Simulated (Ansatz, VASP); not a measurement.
**One calculation of BP, two programs**

Contents of INCAR:

```
PREC = Accurate
ENCUT = 520
EDIFF = 1E-6
ISMEAR = -1
SIGMA = 0.1
LREAL = F
LASPH = T
NELM = 80
ALGO = Normal
ISIF = 2
LWAVE = F
LCHARG = F
GGA = PS
NBANDS = 11
```

KPOINTS

```
regular mesh
0
Gamma
  15 15 15
```

Contents of POSCAR:

```
BP
1.0
    0.0000000000      1.7574065251      1.7574065251
    1.7574065251      0.0000000000      1.7574065251
    1.7574065251      1.7574065251      0.0000000000
B P
1 1
Direct
    0.0000000000      0.0000000000      0.0000000000
    0.5000000000      0.5000000000      0.5000000000
```

Input for Ansatz:

```yaml
crystal:
  lattice:
    - [0.0, 1.7574065251, 1.7574065251]
    - [1.7574065251, 0.0, 1.7574065251]
    - [1.7574065251, 1.7574065251, 0.0]
  atoms:
    - { symbol: B, position: [0.0, 0.0, 0.0] }
    - { symbol: P, position: [0.5, 0.5, 0.5] }
kpoints:
  mp_grid: { grid: [15, 15, 15] }
  band_path:
    path:
      - [0.0, 0.0, 0.0]
      - [0.5, 0.0, 0.5]
      - [0.625, 0.25, 0.625]
      - [0.375, 0.375, 0.75]
      - [0.0, 0.0, 0.0]
      - [0.5, 0.5, 0.5]
      - [0.5, 0.25, 0.75]
      - [0.5, 0.0, 0.5]
    npoints: 8
scf:
  occupations: { method: fermi_dirac, width: 0.1 }
hamiltonian:
  xc: pbesol
  pseudopotentials: { kind: all_electron, lapw: { basis_error: 0.001 } }
output:
  forces: true
  stress: true
  eigenvalues: true
  populations: true
  dos: { projected: true, de: 0.2, e_range: [-14, 8] }
```

Change from the starting cell: volume scaled by 0.55, LAPW.

Alike in both runs: task single point; functional PBEsol; k mesh 15 × 15 × 15; occupations fermi-dirac, width 0.1 eV; no spin polarisation.

```csv
,VASP,Ansatz
version,VASP 6.6.1,Ansatz 0.2.0
potentials or method,"VASP PAW PBE potentials, release 64 (B, P), cutoff 520 eV","all-electron LAPW, scalar-relativistic"
```

Ansatz gave:

* pressure (GPa): 292.7

Estimate VASP's values.

pressure (GPa): 293.1.

VASP's potentials were made for PBE, not for PBEsol. Both programs put the cell under a high pressure, so it lies far from rest at this level. Ansatz ran all-electron here, and VASP with PAW potentials.

Noted on VASP's run: the cell as given lies far from equilibrium.
